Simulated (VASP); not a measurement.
# SiO2 (P6_422) in VASP: further runs

SiO2 is run at these levels: PBEsol; tasks: single point.

All numbers are computed with VASP 6.6.1; they aren't measurements. Logs are shortened: lines on timing, memory, paths and dates and some standing lists are left out, and cuts for length are marked.

## 1. The cell of the first run

It takes space group P6_422 (No. 181, hexagonal). The conventional cell has a = 5.309 Å, b = 5.309 Å, c = 5.558 Å, α = 90.00°, β = 90.00°, γ = 120.00°. Within 2.2 Å of Si (site symmetry 222) lie 4 O at 1.66 Å. Within 2.2 Å of O (site symmetry 2) lie 2 Si at 1.66 Å.

## 2. Single point, PBEsol (strain +0.0450 x Voigt [1, 1, 0, 0, 0, 0])

Contents of INCAR:

```
SYSTEM = SiO2
ALGO     = Normal         ! electronic algorithm
EDIFF    = 1E-7           ! SCF threshold, eV
ENCUT    = 520            ! plane-wave cutoff, eV
GGA      = PS             ! functional
ISIF     = 2              ! what is computed and relaxed
ISMEAR   = 0              ! smearing method
LASPH    = .TRUE.         ! aspherical terms in the spheres
LCHARG   = .TRUE.         ! write CHGCAR
LELF     = .TRUE.         ! ELF
LREAL    = .FALSE.        ! projectors in reciprocal space
LVHAR    = .TRUE.       
LWAVE    = .FALSE.        ! write WAVECAR
NBANDS   = 34             ! bands
NELM     = 60             ! most SCF steps
PREC     = Accurate       ! precision mode
SIGMA    = 0.05           ! smearing width, eV
```

Contents of KPOINTS:

```
k-points
0
G
  6 6 4
  0 0 0
```

Contents of POSCAR:

```
SiO2
1.0
    5.3088327575      0.0000000000      0.0000000000
   -2.6544163787      4.5975840324      0.0000000000
    0.0000000000      0.0000000000      5.5583697557
Si O
3 6
Direct
    0.0000000000      0.5000000000      0.3333333333
    0.5000000000      0.5000000000      0.6666666667
    0.5000000000      0.0000000000      0.0000000000
    0.5845091965      0.7922545982      0.8333333333
    0.7922545982      0.5845091965      0.5000000000
    0.7922545982      0.2077454018      0.1666666667
    0.4154908035      0.2077454018      0.8333333333
    0.2077454018      0.4154908035      0.5000000000
    0.2077454018      0.7922545982      0.1666666667
```

Potentials or basis: VASP PAW PBE potentials, release 64 (Si, O).

Started as:

```
$ cat potpaw_PBE.64/Si/POTCAR potpaw_PBE.64/O/POTCAR > POTCAR
$ mpirun -np 1 vasp_std > vasp.out
```

OUTCAR:

```text
SYSTEM = SiO2
   EDIFF = 1E-7
   ENCUT = 520
   GGA = PS
   ISIF = 2
   ISMEAR = 0
   LASPH = .TRUE.
   LREAL = .FALSE.
   NELM = 60
   PREC = Accurate

 ion  position               nearest neighbor table
   1  0.000  0.500  0.333-   6 1.66   9 1.66   8 1.66   5 1.66
   2  0.500  0.500  0.667-   4 1.66   7 1.66   5 1.66   8 1.66
   3  0.500  0.000  0.000-   6 1.66   9 1.66   7 1.66   4 1.66
   4  0.585  0.792  0.833-   2 1.66   3 1.66
   5  0.792  0.585  0.500-   2 1.66   1 1.66
   6  0.792  0.208  0.167-   1 1.66   3 1.66
   7  0.415  0.208  0.833-   2 1.66   3 1.66
   8  0.208  0.415  0.500-   2 1.66   1 1.66
   9  0.208  0.792  0.167-   1 1.66   3 1.66

  LATTYP: Found a hexagonal cell.
 ALAT       =     5.3088327575
 C/A-ratio  =     1.0470041174

  Lattice vectors:

 A1 = (   5.3088327575,   0.0000000000,   0.0000000000)
 A2 = (  -2.6544163787,   4.5975840324,   0.0000000000)
 A3 = (   0.0000000000,   0.0000000000,   5.5583697557)

Analysis of symmetry for initial positions (statically):
=====================================================================
 Subroutine PRICEL returns:
 Original cell was already a primitive cell.

 Routine SETGRP: Setting up the symmetry group for a
 hexagonal supercell.

 Subroutine GETGRP returns: Found 12 space group operations
 (whereof  4 operations were pure point group operations)
 out of a pool of 24 trial point group operations.

The static configuration has the point symmetry D_2 .
 The point group associated with its full space group is D_6 .

Analysis of symmetry for dynamics (positions and initial velocities):
=====================================================================
 Subroutine PRICEL returns:
 Original cell was already a primitive cell.

 Routine SETGRP: Setting up the symmetry group for a
 hexagonal supercell.

 Subroutine GETGRP returns: Found 12 space group operations
 (whereof  4 operations were pure point group operations)
 out of a pool of 24 trial point group operations.

The dynamic configuration has the point symmetry D_2 .
 The point group associated with its full space group is D_6 .

 Subroutine INISYM returns: Found 12 space group operations
 (whereof  4 operations are pure point group operations),
 and found     1 'primitive' translations

----------------------------------------------------------------------------------------

                                     Primitive cell

  volume of cell :     135.6676

  direct lattice vectors                    reciprocal lattice vectors
     5.308832758  0.000000000  0.000000000     0.188365324  0.108752770  0.000000000
    -2.654416379  4.597584032  0.000000000     0.000000000  0.217505541  0.000000000
     0.000000000  0.000000000  5.558369756     0.000000000  0.000000000  0.179908866

  length of vectors
     5.308832758  5.308832757  5.558369756     0.217505541  0.217505541  0.179908866

  position of ions in fractional coordinates (direct lattice)
     0.000000000  0.500000000  0.333333333
     0.500000000  0.500000000  0.666666667
     0.500000000  0.000000000  0.000000000
     0.584509197  0.792254598  0.833333333
     0.792254598  0.584509197  0.500000000
     0.792254598  0.207745402  0.166666667
     0.415490803  0.207745402  0.833333333
     0.207745402  0.415490803  0.500000000
     0.207745402  0.792254598  0.166666667

  ion indices of the primitive-cell ions
   primitive index   ion index
                 1           1
                 2           2
                 3           3
                 4           4
                 5           5
                 6           6
                 7           7
                 8           8
                 9           9

----------------------------------------------------------------------------------------

 KPOINTS: k-points

Automatic generation of k-mesh.
 Grid dimensions read from file:
 generate k-points for:    6    6    4

 Generating k-lattice:

  Cartesian coordinates                     Fractional coordinates (reciprocal lattice)
     0.031394221  0.018125462  0.000000000     0.166666667 -0.000000000  0.000000000
     0.000000000  0.036250923  0.000000000     0.000000000  0.166666667  0.000000000
     0.000000000  0.000000000  0.044977217     0.000000000  0.000000000  0.250000000

  Length of vectors
     0.036250923  0.036250923  0.044977217

  Shift w.r.t. Gamma in fractional coordinates (k-lattice)
     0.000000000  0.000000000  0.000000000

 Subroutine IBZKPT returns following result:
 ===========================================

 Found     21 irreducible k-points:

 Following reciprocal coordinates:
            Coordinates               Weight
  0.000000  0.000000  0.000000      1.000000
  0.166667 -0.000000  0.000000      6.000000
  0.333333  0.000000  0.000000      6.000000
  0.500000 -0.000000  0.000000      3.000000
  0.166667  0.166667  0.000000      6.000000
  0.333333  0.166667  0.000000     12.000000
[... 13 lines left out ...]
  0.333333  0.166667  0.500000     12.000000
  0.333333  0.333333  0.500000      2.000000
   k-points           NKPTS =     21   k-points in BZ     NKDIM =     21   number of bands    NBANDS=     34
   number of dos      NEDOS =    301   number of ions     NIONS =      9
   total plane-waves  NPLWV =  67200
   dimension x,y,z NGX =    40 NGY =   40 NGZ =   42
   dimension x,y,z NGXF=    80 NGYF=   80 NGZF=   84
   ions per type =               3   6
   NGX,Y,Z   is equivalent  to a cutoff of  12.53, 12.53, 12.56 a.u.
   NGXF,Y,Z  is equivalent  to a cutoff of  25.05, 25.05, 25.12 a.u.
 SYSTEM =  SiO2
   PREC   = accura    normal or accurate (medium, high low for compatibility)
   ISTART =      0    job   : 0-new  1-cont  2-samecut
   ICHARG =      2    charge: 1-file 2-atom 10-const
   ISPIN  =      1    spin polarized calculation?
   LNONCOLLINEAR =      F non collinear calculations
   LSORBIT =      F    spin-orbit coupling
   LASPH  =      T    aspherical Exc in radial PAW
   ENCUT  =  520.0 eV  38.22 Ry    6.18 a.u.   9.87  9.87 10.33*2*pi/ulx,y,z
   NELM   =     60;   NELMIN=  2; NELMDL= -5     # of ELM steps
   EDIFF  = 0.1E-06   stopping-criterion for ELM
   LREAL  =      F    real-space projection
   EDIFFG = 0.1E-05   stopping-criterion for IOM
   NSW    =      0    number of steps for IOM
   IBRION =     -1    ionic relax: 0-MD 1-quasi-New 2-CG
   NFREE  =      0    steps in history (QN), initial steepest desc. (CG)
   ISIF   =      2    stress and relaxation
   ISYM   =      2    0-nonsym 1-usesym 2-fastsym
   POTIM  = 0.5000    time-step for ionic-motion
   TEBEG  =    0.0;   TEEND  =   0.0 temperature during run
   PSTRESS=    0.0 pullay stress
   NELECT =      48.0000    total number of electrons
   NUPDOWN=      -1.0000    fix difference up-down
   EMIN   =  10.00;   EMAX   =-10.00  energy-range for DOS
   EFERMI =   0.00;   METHOD = LEGACY
   ISMEAR =     0;   SIGMA  =   0.05  broadening in eV -4-tet -1-fermi 0-gaus
   EFERMI_NEDOS =   21; number of points for ismear=-14 and -15
   IALGO  =     38    algorithm
   IMIX   =      4    mixing-type and parameters
     AMIX     =   0.40;   BMIX     =  1.00
     AMIX_MAG =   1.60;   BMIX_MAG =  1.00
  volume/ion in A,a.u.               =      15.07       101.73
  Fermi-wavevector in a.u.,A,eV,Ry     =   1.157879  2.188074 18.241111  1.340684
  Thomas-Fermi vector in A             =   2.294486
   LORBIT       =      0    0 simple, 1 ext, 2 COOP (PROOUT), +10 PAW based schemes
   GGA     = PS    functional components
   LHFCALC =     F    Hartree Fock is set to
   AEXX    =    0.0000 exact exchange contribution
   IVDW    =     0    specifies the selected vdW correction
   LEPSILON=     F    determine dielectric tensor
   LRPA    =     F    only Hartree local field effects (RPA)
 non-spin polarized calculation
 Gauss-broadening in eV      SIGMA  =   0.05
  energy-cutoff  :      520.00
  volume of cell :      135.67
 maximum number of plane-waves:      3676
 NGX is ok and might be reduce to    40
   NGX = 19   NGY = 19   NGZ = 21

 number of electron      47.9999995 magnetization

 Free energy of the ion-electron system (eV)
  ---------------------------------------------------
  ext. energy  EPLUGINS =         0.00000000
  ---------------------------------------------------
  free energy    TOTEN  =       -73.45537508 eV

  energy without entropy =      -73.45537508  energy(sigma->0) =      -73.45537508

 E-fermi :   0.0545     XC(G=0):  -8.4923

 val. band max:       -0.2326886780   @ k =   0.5000  -0.0000   0.0000
 cond. band min:       4.6671050652   @ k =   0.0000   0.0000   0.0000
 fundamental gap:      4.8997937431
 Fermi energy:         0.0545402641

 k-point     1 :       0.0000    0.0000    0.0000
  band No.  band energies     occupation
      1     -19.0698      2.00000
      2     -17.7220      2.00000
      3     -17.7220      2.00000
      4     -17.2671      2.00000
      5     -17.2431      2.00000
      6     -17.2431      2.00000
[... 26 lines left out ...]
     33      11.2843      0.00000
     34      11.5103      0.00000

 k-point     2 :       0.1667   -0.0000    0.0000
  band No.  band energies     occupation
      1     -19.0048      2.00000
      2     -17.8364      2.00000
      3     -17.7315      2.00000
      4     -17.2561      2.00000
      5     -17.2326      2.00000
      6     -17.2320      2.00000
[... 26 lines left out ...]
     33      11.1387      0.00000
     34      11.8976      0.00000

 k-point     3 :       0.3333    0.0000    0.0000
  band No.  band energies     occupation
      1     -18.8293      2.00000
      2     -18.0933      2.00000
      3     -17.7491      2.00000
      4     -17.2589      2.00000
      5     -17.2107      2.00000
      6     -17.2019      2.00000
[... 26 lines left out ...]
     33      10.7103      0.00000
     34      11.3790      0.00000

 k-point     4 :       0.5000   -0.0000    0.0000
  band No.  band energies     occupation
      1     -18.6755      2.00000
      2     -18.2830      2.00000
      3     -17.7574      2.00000
      4     -17.2615      2.00000
      5     -17.2006      2.00000
      6     -17.1895      2.00000
[... 26 lines left out ...]
     33      10.6918      0.00000
     34      10.8025      0.00000

 k-point     5 :       0.1667    0.1667    0.0000
  band No.  band energies     occupation
      1     -18.8826      2.00000
      2     -18.0147      2.00000
      3     -17.7544      2.00000
      4     -17.2442      2.00000
      5     -17.2310      2.00000
      6     -17.2038      2.00000
[... 510 lines left out ...]
 k-point    19 :       0.1667    0.1667    0.5000
  band No.  band energies     occupation
      1     -18.6519      2.00000
      2     -18.4740      2.00000
      3     -17.5445      2.00000
      4     -17.2509      2.00000
      5     -17.2444      2.00000
      6     -17.1546      2.00000
[... 26 lines left out ...]
     33      10.6660      0.00000
     34      10.8061      0.00000

 k-point    20 :       0.3333    0.1667    0.5000
  band No.  band energies     occupation
      1     -18.6424      2.00000
      2     -18.2674      2.00000
      3     -17.8072      2.00000
      4     -17.2530      2.00000
      5     -17.2286      2.00000
      6     -17.1823      2.00000
[... 26 lines left out ...]
     33      10.1131      0.00000
     34      10.7162      0.00000

 k-point    21 :       0.3333    0.3333    0.5000
  band No.  band energies     occupation
      1     -18.6392      2.00000
      2     -18.0462      2.00000
      3     -18.0462      2.00000
      4     -17.2473      2.00000
      5     -17.2108      2.00000
      6     -17.2108      2.00000
[... 26 lines left out ...]
     33      10.5834      0.00000
     34      10.6090      0.00000

------------------------ aborting loop because EDIFF is reached ----------------------------------------

  FORCE on cell =-STRESS in cart. coord.  units (eV):
  Direction    XX          YY          ZZ          XY          YZ          ZX
  --------------------------------------------------------------------------------------
  -------------------------------------------------------------------------------------
  Total      -11.9142099    -11.9142099     -9.0399366     -0.0000000      0.0000000      0.0000000
  in kB     -140.7018071   -140.7018071   -106.7578492     -0.0000000      0.0000000      0.0000000
  external PRESSURE =    -129.3871544 kB  Pullay stress =       0.0000000 kB

 VOLUME and BASIS-vectors are now :
 -----------------------------------------------------------------------------
  energy-cutoff  :      520.00
  volume of cell :      135.67
      direct lattice vectors                 reciprocal lattice vectors
     5.308832758  0.000000000  0.000000000     0.188365324  0.108752770  0.000000000
    -2.654416379  4.597584032  0.000000000     0.000000000  0.217505541  0.000000000
     0.000000000  0.000000000  5.558369756     0.000000000  0.000000000  0.179908866

 POSITION                                       TOTAL-FORCE (eV/Angst)
 -----------------------------------------------------------------------------------
     -1.32721      2.29879      1.85279         0.000000     -0.000000     -0.000000
      1.32721      2.29879      3.70558         0.000000     -0.000000     -0.000000
      2.65442      0.00000      0.00000         0.000000     -0.000000     -0.000000
      1.00009      3.64246      4.63197        -0.538713     -0.311026     -0.000000
      2.65442      2.68733      2.77918        -0.000000     -0.622052      0.000000
      3.65450      0.95513      0.92639        -0.538713      0.311026      0.000000
      1.65433      0.95513      4.63197         0.538713      0.311026     -0.000000
      0.00000      1.91025      2.77918         0.000000      0.622052     -0.000000
     -1.00009      3.64246      0.92639         0.538713     -0.311026      0.000000
 -----------------------------------------------------------------------------------
    total drift:                                0.000000     -0.000000     -0.000001

  FREE ENERGIE OF THE ION-ELECTRON SYSTEM (eV)
  ---------------------------------------------------
  free  energy   TOTEN  =       -73.4553750839 eV

  energy  without entropy=      -73.4553750839  energy(sigma->0) =      -73.45537508
```

Run time: 39 s. Hardware: 1 thread of Intel Xeon 6975P-C (Granite Rapids), shared host; peak memory 0.27 GiB.

Results:

```yaml
Free_energy: -73.4554 eV
Pressure: -12.9 GPa
Largest_force: 0.622 eV/Å
Band_gap_on_the_k_mesh: 4.90 eV, indirect (least direct gap 5.16 eV)
```

Forces on the atoms (eV/Å):
```
Si   0.000  0.000  0.000
Si   0.000  0.000  0.000
Si   0.000  0.000  0.000
O   -0.539 -0.311  0.000
O    0.000 -0.622  0.000
O   -0.539  0.311  0.000
O    0.539  0.311  0.000
O    0.000  0.622  0.000
O    0.539 -0.311  0.000
```

Stress tensor (GPa, compression positive):
```
-14.07   0.00   0.00
  0.00 -14.07   0.00
  0.00   0.00 -10.68
```

Levels at points of the mesh, in eV from the valence-band top:
```csv
k point,band 22,band 23,band 24,band 25,band 26,band 27
"(0.00, 0.00, 0.00)",-0.40,-0.40,-0.26,4.90,8.26,8.26
"(0.50, 0.00, 0.00)",-0.85,-0.28,0.00,6.84,7.67,8.81
"(0.00, 0.00, 0.50)",-0.22,-0.04,-0.04,6.74,6.74,8.01
"(0.50, 0.00, 0.50)",-0.63,-0.59,-0.36,7.10,8.04,8.85
```

Caveat: the cell differs from its parent crystal (strain +0.0450 x Voigt [1, 1, 0, 0, 0, 0]); the PAW data sets were made with another functional, which shifts forces and pressure a little.

## 3. Single point, PBEsol (strain +0.0525 x Voigt [1, 1, 0, 0, 0, 0])

Contents of INCAR:

```
PREC = Accurate ; ENCUT = 520
EDIFF = 1E-6 ; ISMEAR = 0
SIGMA = 0.05 ; LREAL = False
LASPH = True ; NELM = 100
ALGO = Normal ; ISIF = 2
LWAVE = False ; LCHARG = False
GGA = PS ; NBANDS = 34
```

Contents of KPOINTS:

```
Automatic mesh
0
Gamma
  6 6 4
```

Changes to POSCAR since step 2:

```diff
@@ -2,4 +2,4 @@
 1.0
-    5.3088327575      0.0000000000      0.0000000000
-   -2.6544163787      4.5975840324      0.0000000000
+    5.3469344280      0.0000000000      0.0000000000
+   -2.6734672140      4.6305810470      0.0000000000
     0.0000000000      0.0000000000      5.5583697557
```

Potentials or basis: VASP PAW PBE potentials, release 64 (Si, O).

Started as:

```
$ cat potpaw_PBE.64/Si/POTCAR potpaw_PBE.64/O/POTCAR > POTCAR
$ mpirun -np 1 vasp_std > vasp.out
```

It took 35 s on 1 thread of Intel Xeon 6975P-C (Granite Rapids), shared host; peak memory 0.27 GiB.

The run converged. Its results:

* Free energy: -73.2739 eV
* Pressure: -14.7 GPa
* Largest force: 0.706 eV/Å
* Band gap on the k mesh: 4.77 eV, indirect (least direct gap 5.04 eV)

Forces in eV/Å, atoms in the order of the input:
```
Si   0.000  0.000  0.000
Si   0.000  0.000  0.000
Si   0.000  0.000  0.000
O   -0.612 -0.353  0.000
O    0.000 -0.706  0.000
O   -0.612  0.353  0.000
O    0.612  0.353  0.000
O    0.000  0.706  0.000
O    0.612 -0.353  0.000
```

Stress tensor (GPa, compression positive):
```
-16.02   0.00   0.00
  0.00 -16.02   0.00
  0.00   0.00 -12.03
```

Levels at points of the mesh, in eV from the valence-band top:
```
           k point  band 21  band 22  band 23  band 24  band 25  band 26  band 27  band 28
(0.00, 0.00, 0.00)    -0.84    -0.39    -0.39    -0.27     4.77     8.15     8.15     8.45
(0.50, 0.00, 0.00)    -0.98    -0.83    -0.27     0.00     6.70     7.53     8.69     8.72
(0.00, 0.00, 0.50)    -1.11    -0.21    -0.04    -0.04     6.61     6.61     7.94     9.17
(0.50, 0.00, 0.50)    -0.80    -0.62    -0.57    -0.36     6.89     7.88     8.79     8.79
```

Caveat: the cell differs from its parent crystal (strain +0.0525 x Voigt [1, 1, 0, 0, 0, 0]); the PAW data sets were made with another functional, which shifts forces and pressure a little. A k mesh can miss the band edges.

[end of part 1 of 2]
